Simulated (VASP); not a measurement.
The system is Ti.

```xyz
1
Lattice="0.0000 2.0650 2.0650 2.0650 0.0000 2.0650 2.0650 2.0650 0.0000" Properties=species:S:1:pos:R:3 pbc="T T T"
Ti    0.0000    0.0000    0.0000
```

This isn't the form of Ti at room conditions, which is hcp.

```yaml
Program: VASP 6.6.1
Task: relaxation of cell and atoms
Functional: PBEsol
Potentials_or_basis: VASP PAW PBE potentials, release 64 (Ti_sv)
Cutoff: 500 eV
k_mesh: 9 × 9 × 9
Occupations: fermi-dirac, width 0.05 eV
Spin: no spin polarisation
```

At the start: pressure -5.7 GPa; volume 17.61 Å³/atom.

Problem. Where does the relaxation end?

Solution. Over 3 steps the energy falls by 17.0 meV/atom and the volume is 16.69 Å³/atom (-5.2 %); space group Fm-3m (No. 225, to 0.1 Å) before and after.

Step by step:
```
step  energy change (eV)  largest force (eV/Å)  pressure (GPa)  volume (Å³)
   1              0.0000                0.0000           -5.68        17.61
   2             -0.0083                0.0000            4.64        16.07
   3             -0.0170                0.0000           -0.02        16.69
```

Final structure:
```
CELL_PARAMETERS angstrom
0.00000 2.02832 2.02832
2.02832 0.00000 2.02832
2.02832 2.02832 0.00000
ATOMIC_POSITIONS crystal
Ti 0.00000 0.00000 0.00000
```

Caveat: the PAW data sets were made with another functional, which shifts forces and pressure a little.
